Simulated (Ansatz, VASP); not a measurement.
## Two plane-wave programs on Se

```xyz
12
Lattice="3.7534 2.1670 5.9835 -3.7534 2.1670 5.9835 0.0000 -4.3341 5.9835" Properties=species:S:1:pos:R:3 pbc="T T T"
Se   -1.8295    1.0563    4.2538
Se    0.0000   -2.1125    4.2538
Se    1.8295    1.0563    4.2538
Se    1.8295   -1.0563   13.6967
Se   -1.8295   -1.0563   13.6967
Se    0.0000    2.1125   13.6967
Se   -1.3853    0.7998    7.3232
Se    0.0000   -1.5997    7.3232
Se    1.3853    0.7998    7.3232
Se    1.3853   -0.7998   10.6273
Se   -1.3853   -0.7998   10.6273
Se    0.0000    1.5997   10.6273
```

Alike in both runs: functional PBEsol; k mesh 6 × 6 × 6; occupations gaussian, width 0.1 eV; no spin polarisation.

Ansatz relaxed the structure, and its values are those at the end. VASP's run is a single point on that final structure, the one shown.

|  | VASP | Ansatz |
| --- | --- | --- |
| version | VASP 6.6.1 | Ansatz 0.2.0 |
| potentials or method | VASP PAW PBE potentials, release 64 (Se), cutoff 520 eV | scalar-relativistic, plane waves, PAW |
| valence electrons in the cell | 72 | 192 |

Ansatz gave:

| Item | Value |
| --- | --- |
| gap on the k mesh at the Fermi level (eV) | none |
| pressure (GPa) | 0.0 |
| rms of the force components (eV/Å) | 0.002 |

Question: Which values does VASP return?

Answer: gap on the k mesh at the Fermi level (eV): none; pressure (GPa): 0.1; rms of the force components (eV/Å): 0.008.

VASP's potentials were made for PBE, not for PBEsol. A gap of «none» marks a metal or a gap that the smearing closes. VASP's potentials hold 72 valence electrons a cell and Ansatz's 192, so a difference there can come from the potentials and not from the codes.
